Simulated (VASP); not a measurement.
# ZnHg2Te3 (P-3m1) in VASP: relaxation of cell and atoms with r2SCAN+rVV10

Aim: the relaxation of cell and atoms of ZnHg2Te3 with r2SCAN+rVV10.

Everything below comes from runs of VASP 6.6.1. Logs are shortened: lines on timing, memory, paths and dates and some standing lists are left out, and cuts for length are marked.

**1. The cell of the first run**

Symmetry: P-3m1, No. 164, trigonal system. Conventional cell: a = 4.127 Å, b = 4.127 Å, c = 10.373 Å, α = 90.00°, β = 90.00°, γ = 120.00°. Zn (site symmetry -3m) has 6 Te at 2.84 Å within 3.7 Å. Hg (site symmetry 3m) has 6 Te at 2.98 to 3.02 Å within 3.9 Å. Within 3.7 Å of Te (site symmetry 3m) lie 3 Zn at 2.84 Å and 3 Hg at 3.02 Å. Te (site symmetry -3m) has 6 Hg at 2.98 Å within 3.9 Å.

**2. Relaxation of cell and atoms, r2SCAN+rVV10**

Contents of POSCAR:

```
ZnHg2Te3
1.0
    4.1270027212      0.0000000026      0.0000000000
   -2.0635013628      3.5740891967      0.0000000000
    0.0000000000      0.0000000000     10.3732777508
Zn Hg Te
1 2 3
Direct
    0.0000000000      0.0000000000      0.0000000000
    0.3333333333      0.6666666667      0.6720831489
    0.6666666667      0.3333333333      0.3279168511
    0.3333333333      0.6666666667      0.1490176322
    0.6666666667      0.3333333333      0.8509823678
    0.0000000000      0.0000000000      0.5000000000
```

Contents of INCAR.step1:

```
PREC = Accurate ; ENCUT = 550
ISMEAR = -1 ; SIGMA = 0.03
LREAL = F ; LASPH = T
NELM = 120 ; GGA = PE
ALGO = Normal ; EDIFF = 1E-5
LWAVE = T ; LCHARG = F
GGA_COMPAT = F ; IBRION = 2
ISIF = 3 ; EDIFFG = -0.005
NELMIN = 4 ; NSW = 100
```

Contents of INCAR.step2:

```
PREC = Accurate ; ENCUT = 550
EDIFF = 1E-7 ; ISMEAR = -1
SIGMA = 0.03 ; LREAL = F
LASPH = T ; NELM = 120
ALGO = Normal ; ISIF = 3
LWAVE = F ; LCHARG = F
METAGGA = R2SCAN ; LMIXTAU = T
LUSE_VDW = T ; IVDW_NL = 2
BPARAM = 11.95 ; CPARAM = 0.0093
IBRION = 2 ; NSW = 100
EDIFFG = -0.01 ; ISTART = 1
GGA_COMPAT = F ; NELMIN = 4
```

Contents of KPOINTS:

```
regular mesh
0
Gamma
  6 6 2
```

Potentials or basis: VASP PAW PBE potentials, release 64 (Zn, Hg, Te).

The run is started by

```
$ cat potpaw_PBE.64/Zn/POTCAR potpaw_PBE.64/Hg/POTCAR potpaw_PBE.64/Te/POTCAR > POTCAR
$ cp INCAR.step1 INCAR
$ mpirun -np 1 vasp_std > vasp.out
$ cp INCAR.step2 INCAR
$ mpirun -np 1 vasp_std > vasp.out
```

OUTCAR:

```text
PREC = Accurate
   ENCUT = 550
   EDIFF = 1E-7
   ISMEAR = -1
   LREAL = F
   LASPH = T
   NELM = 120
   ISIF = 3
   METAGGA = R2SCAN
   IVDW_NL = 2
   BPARAM = 11.95
   IBRION = 2
   NSW = 100
   EDIFFG = -0.01
   ISTART = 1
   NELMIN = 4

 ion  position               nearest neighbor table
   1  0.000  0.000  0.000-   4 2.84   5 2.84   4 2.84   5 2.84   5 2.84   4 2.84
   2  0.333  0.667  0.672-   6 2.98   6 2.98   6 2.98   5 3.02   5 3.02   5 3.02
   3  0.667  0.333  0.328-   6 2.98   6 2.98   6 2.98   4 3.02   4 3.02   4 3.02
   4  0.333  0.667  0.149-   1 2.84   1 2.84   1 2.84   3 3.02   3 3.02   3 3.02
   5  0.667  0.333  0.851-   1 2.84   1 2.84   1 2.84   2 3.02   2 3.02   2 3.02
   6  0.000  0.000  0.500-   2 2.98   3 2.98   2 2.98   3 2.98   3 2.98   2 2.98

  LATTYP: Found a hexagonal cell.
 ALAT       =     4.1270027212
 C/A-ratio  =     2.5135136688

  Lattice vectors:

 A1 = (   4.1270027212,   0.0000000026,   0.0000000000)
 A2 = (  -2.0635013628,   3.5740891967,   0.0000000000)
 A3 = (   0.0000000000,   0.0000000000,  10.3732777508)

Analysis of symmetry for initial positions (statically):
=====================================================================
 Subroutine PRICEL returns:
 Original cell was already a primitive cell.

 Routine SETGRP: Setting up the symmetry group for a
 hexagonal supercell.

 Subroutine GETGRP returns: Found 12 space group operations
 (whereof 12 operations were pure point group operations)
 out of a pool of 24 trial point group operations.

The static configuration has the point symmetry D_3d.

Analysis of symmetry for dynamics (positions and initial velocities):
=====================================================================
 Subroutine PRICEL returns:
 Original cell was already a primitive cell.

 Routine SETGRP: Setting up the symmetry group for a
 hexagonal supercell.

 Subroutine GETGRP returns: Found 12 space group operations
 (whereof 12 operations were pure point group operations)
 out of a pool of 24 trial point group operations.

The dynamic configuration has the point symmetry D_3d.

 Subroutine INISYM returns: Found 12 space group operations
 (whereof 12 operations are pure point group operations),
 and found     1 'primitive' translations

----------------------------------------------------------------------------------------

                                     Primitive cell

  volume of cell :     153.0087

  direct lattice vectors                    reciprocal lattice vectors
     4.127002721  0.000000003  0.000000000     0.242306601  0.139895781  0.000000000
    -2.063501363  3.574089197  0.000000000    -0.000000000  0.279791562  0.000000000
     0.000000000  0.000000000 10.373277751     0.000000000  0.000000000  0.096401545

  length of vectors
     4.127002721  4.127002721 10.373277751     0.279791562  0.279791562  0.096401545

  position of ions in fractional coordinates (direct lattice)
     0.000000000  0.000000000  0.000000000
     0.333333333  0.666666667  0.672083149
     0.666666667  0.333333333  0.327916851
     0.333333333  0.666666667  0.149017632
     0.666666667  0.333333333  0.850982368
     0.000000000  0.000000000  0.500000000

  ion indices of the primitive-cell ions
   primitive index   ion index
                 1           1
                 2           2
                 3           3
                 4           4
                 5           5
                 6           6

----------------------------------------------------------------------------------------

 KPOINTS: regular mesh

Automatic generation of k-mesh.
 Grid dimensions read from file:
 generate k-points for:    6    6    2

 Generating k-lattice:

  Cartesian coordinates                     Fractional coordinates (reciprocal lattice)
     0.040384433  0.023315964  0.000000000     0.166666667  0.000000000  0.000000000
    -0.000000000  0.046631927  0.000000000     0.000000000  0.166666667  0.000000000
     0.000000000  0.000000000  0.048200772     0.000000000  0.000000000  0.500000000

  Length of vectors
     0.046631927  0.046631927  0.048200772

  Shift w.r.t. Gamma in fractional coordinates (k-lattice)
     0.000000000  0.000000000  0.000000000

 Subroutine IBZKPT returns following result:
 ===========================================

 Found     14 irreducible k-points:

 Following reciprocal coordinates:
            Coordinates               Weight
  0.000000  0.000000  0.000000      1.000000
  0.166667 -0.000000  0.000000      6.000000
  0.333333 -0.000000  0.000000      6.000000
  0.500000 -0.000000  0.000000      3.000000
  0.166667  0.166667  0.000000      6.000000
  0.333333  0.166667  0.000000     12.000000
  0.333333  0.333333  0.000000      2.000000
  0.000000  0.000000  0.500000      1.000000
  0.166667 -0.000000  0.500000      6.000000
  0.333333 -0.000000  0.500000      6.000000
  0.500000 -0.000000  0.500000      3.000000
  0.166667  0.166667  0.500000      6.000000
  0.333333  0.166667  0.500000     12.000000
  0.333333  0.333333  0.500000      2.000000
   k-points           NKPTS =     14   k-points in BZ     NKDIM =     14   number of bands    NBANDS=     32
   number of dos      NEDOS =    301   number of ions     NIONS =      6
   total plane-waves  NPLWV =  81920
   dimension x,y,z NGX =    32 NGY =   32 NGZ =   80
   dimension x,y,z NGXF=    64 NGYF=   64 NGZF=  160
   ions per type =               1   2   3
   NGX,Y,Z   is equivalent  to a cutoff of  12.89, 12.89, 12.82 a.u.
   NGXF,Y,Z  is equivalent  to a cutoff of  25.78, 25.78, 25.64 a.u.
 SYSTEM =  unknown system
   PREC   = accura    normal or accurate (medium, high low for compatibility)
   ISTART =      1    job   : 0-new  1-cont  2-samecut
   ICHARG =      0    charge: 1-file 2-atom 10-const
   ISPIN  =      1    spin polarized calculation?
   LNONCOLLINEAR =      F non collinear calculations
   LSORBIT =      F    spin-orbit coupling
   LASPH  =      T    aspherical Exc in radial PAW
   ENCUT  =  550.0 eV  40.42 Ry    6.36 a.u.   7.89  7.89 19.84*2*pi/ulx,y,z
   NELM   =    120;   NELMIN=  4; NELMDL=  0     # of ELM steps
   EDIFF  = 0.1E-06   stopping-criterion for ELM
   LREAL  =      F    real-space projection
   EDIFFG = -.1E-01   stopping-criterion for IOM
   NSW    =    100    number of steps for IOM
   IBRION =      2    ionic relax: 0-MD 1-quasi-New 2-CG
   NFREE  =      1    steps in history (QN), initial steepest desc. (CG)
   ISIF   =      3    stress and relaxation
   ISYM   =      2    0-nonsym 1-usesym 2-fastsym
   POTIM  = 0.5000    time-step for ionic-motion
   TEBEG  =    0.0;   TEEND  =   0.0 temperature during run
   PSTRESS=    0.0 pullay stress
   NELECT =      54.0000    total number of electrons
   NUPDOWN=      -1.0000    fix difference up-down
   EMIN   =  10.00;   EMAX   =-10.00  energy-range for DOS
   EFERMI =   0.00;   METHOD = LEGACY
   ISMEAR =    -1;   SIGMA  =   0.03  broadening in eV -4-tet -1-fermi 0-gaus
   EFERMI_NEDOS =   21; number of points for ismear=-14 and -15
   IALGO  =     38    algorithm
   IMIX   =      4    mixing-type and parameters
     AMIX     =   0.40;   BMIX     =  1.00
     AMIX_MAG =   1.60;   BMIX_MAG =  1.00
  volume/ion in A,a.u.               =      25.50       172.09
  Fermi-wavevector in a.u.,A,eV,Ry     =   1.156913  2.186249 18.210686  1.338448
  Thomas-Fermi vector in A             =   2.293529
   LORBIT       =      0    0 simple, 1 ext, 2 COOP (PROOUT), +10 PAW based schemes
   METAGGA = R2SCAN    functional components
   LHFCALC =     F    Hartree Fock is set to
   AEXX    =    0.0000 exact exchange contribution
   IVDW_NL    =     2    kernel type
   BPARAM     =11.9500
   IVDW    =     0    specifies the selected vdW correction
   LEPSILON=     F    determine dielectric tensor
   LRPA    =     F    only Hartree local field effects (RPA)
 conjugate gradient relaxation of ions
 non-spin polarized calculation
  energy-cutoff  :      550.00
  volume of cell :      153.01
 maximum number of plane-waves:      4512
 NGX is ok and might be reduce to    32
   NGX = 15   NGY = 15   NGZ = 39

--------------------------------------- Ionic step        1  -------------------------------------------

 number of electron      53.9999999 magnetization

 Free energy of the ion-electron system (eV)
  ---------------------------------------------------
  ext. energy  EPLUGINS =         0.00000000
  ---------------------------------------------------
  free energy    TOTEN  =      -183.07699254 eV

  energy without entropy =     -183.07251668  energy(sigma->0) =     -183.07475461

------------------------ aborting loop because EDIFF is reached ----------------------------------------

  FORCE on cell =-STRESS in cart. coord.  units (eV):
  Direction    XX          YY          ZZ          XY          YZ          ZX
  --------------------------------------------------------------------------------------
  -------------------------------------------------------------------------------------
  Total        1.5839501      1.5839501      1.5632226      0.0000000      0.0000000      0.0000000
  in kB       16.5857808     16.5857808     16.3687400      0.0000000      0.0000000      0.0000000
  external PRESSURE =      16.5134338 kB  Pullay stress =       0.0000000 kB

 VOLUME and BASIS-vectors are now :
 -----------------------------------------------------------------------------
  energy-cutoff  :      550.00
  volume of cell :      153.01
      direct lattice vectors                 reciprocal lattice vectors
     4.127002721  0.000000003  0.000000000     0.242306601  0.139895781  0.000000000
    -2.063501363  3.574089197  0.000000000    -0.000000000  0.279791562  0.000000000
     0.000000000  0.000000000 10.373277751     0.000000000  0.000000000  0.096401545
[... 201 lines left out ...]
 POSITION                                       TOTAL-FORCE (eV/Angst)
 -----------------------------------------------------------------------------------
      2.08224      3.60654     -0.00000        -0.000000     -0.000000     -0.000000
     -0.00000      2.40436      7.02608         0.000000     -0.000000     -0.010471
      2.08224      1.20218      3.43064        -0.000000      0.000000      0.010471
     -0.00000      2.40436      1.55497         0.000000     -0.000000     -0.014306
      2.08224      1.20218      8.90175        -0.000000      0.000000      0.014306
      2.08224      3.60654      5.22836        -0.000000     -0.000000     -0.000000
 -----------------------------------------------------------------------------------
    total drift:                                0.000000     -0.000000     -0.000000

  FREE ENERGIE OF THE ION-ELECTRON SYSTEM (eV)
  ---------------------------------------------------
  free  energy   TOTEN  =      -183.0967645483 eV

  energy  without entropy=     -183.0906318859  energy(sigma->0) =     -183.09369822

--------------------------------------- Ionic step        7  -------------------------------------------

 number of electron      53.9999996 magnetization

 Free energy of the ion-electron system (eV)
  ---------------------------------------------------
  ext. energy  EPLUGINS =         0.00000000
  ---------------------------------------------------
  free energy    TOTEN  =      -183.09682689 eV

  energy without entropy =     -183.09057891  energy(sigma->0) =     -183.09370290

 E-fermi :   4.6251     XC(G=0): -10.6684

 val. band max:        4.5522003171   @ k =   0.3333  -0.0000   0.5000
 cond. band min:       4.6574980704   @ k =   0.1667  -0.0000   0.5000
 fundamental gap:      0.1052977533
 Fermi energy:         4.6250630497

 k-point     1 :       0.0000    0.0000    0.0000
  band No.  band energies     occupation
      1      -8.1515      2.00000
      2      -7.3696      2.00000
      3      -6.9988      2.00000
      4      -2.6665      2.00000
      5      -2.6665      2.00000
      6      -2.6660      2.00000
[... 501 lines left out ...]
 POSITION                                       TOTAL-FORCE (eV/Angst)
 -----------------------------------------------------------------------------------
     -0.00000      0.00000     10.45198        -0.000000      0.000000     -0.000000
     -0.00000      2.40494      7.02180         0.000000     -0.000000     -0.003385
      2.08274      1.20247      3.43019        -0.000000      0.000000      0.003385
     -0.00000      2.40494      1.55256         0.000000     -0.000000     -0.002192
      2.08274      1.20247      8.89942        -0.000000      0.000000      0.002192
     -0.00000      0.00000      5.22599        -0.000000      0.000000     -0.000000
 -----------------------------------------------------------------------------------
    total drift:                                0.000000     -0.000000     -0.000000

  FREE ENERGIE OF THE ION-ELECTRON SYSTEM (eV)
  ---------------------------------------------------
  free  energy   TOTEN  =      -183.0968268920 eV

  energy  without entropy=     -183.0905789057  energy(sigma->0) =     -183.09370290

 reached required accuracy - stopping structural energy minimisation
```

Wall time 63 min (1 thread of Intel Xeon 8259CL, shared host); peak memory 0.66 GiB.

What came out:

```
Free energy                           : -183.0968 eV
Relaxed volume                        : 26.18 Å³/atom
Relaxed cell                          : a = 4.165 Å, b = 4.165 Å, c = 10.452 Å, α = 90.00°, β = 90.00°, γ = 120.00°
Space group after relaxing (to 0.1 Å) : P-3m1 (No. 164)
Energy gained by relaxing             : 3.3 meV/atom
Ionic steps                           : 7
Pressure after relaxing               : 0.0 GPa
Largest force after relaxing          : 0.003 eV/Å
Band gap on the k mesh                : zero (bands 27 and 28 overlap by 0.87 eV)
```

Forces in eV/Å, atoms in the order of the input:
```
Zn   0.000  0.000  0.000
Hg   0.000  0.000 -0.003
Hg   0.000  0.000  0.003
Te   0.000  0.000 -0.002
Te   0.000  0.000  0.002
Te   0.000  0.000  0.000
```

Step by step:
| step | energy change (eV) | largest force (eV/Å) | pressure (GPa) | volume (Å³) |
| --- | --- | --- | --- | --- |
| 1 | 0.0000 | 0.0306 | 1.65 | 153.01 |
| 2 | -0.0155 | 0.0313 | -0.65 | 158.90 |
| 3 | -0.0196 | 0.0303 | 0.02 | 156.97 |
| 4 | -0.0196 | 0.0303 | -0.01 | 157.05 |
| 5 | -0.0197 | 0.0205 | -0.01 | 157.05 |
| 6 | -0.0198 | 0.0143 | -0.01 | 157.05 |
| 7 | -0.0198 | 0.0034 | -0.01 | 157.06 |

Final structure:
```yaml
crystal:
  lattice:
    - [4.16548, 0.00000, 0.00000]
    - [-2.08274, 3.60741, 0.00000]
    - [0.00000, 0.00000, 10.45198]
  atoms:
    - { symbol: Zn, position: [0.00000, 0.00000, 0.00000] }
    - { symbol: Hg, position: [0.33333, 0.66667, 0.67181] }
    - { symbol: Hg, position: [0.66667, 0.33333, 0.32819] }
    - { symbol: Te, position: [0.33333, 0.66667, 0.14854] }
    - { symbol: Te, position: [0.66667, 0.33333, 0.85146] }
    - { symbol: Te, position: [0.00000, 0.00000, 0.50000] }
```

Caveat: the PAW data sets were made with another functional, which shifts forces and pressure a little; spin-orbit coupling is left out, which moves the levels of the heavy elements.
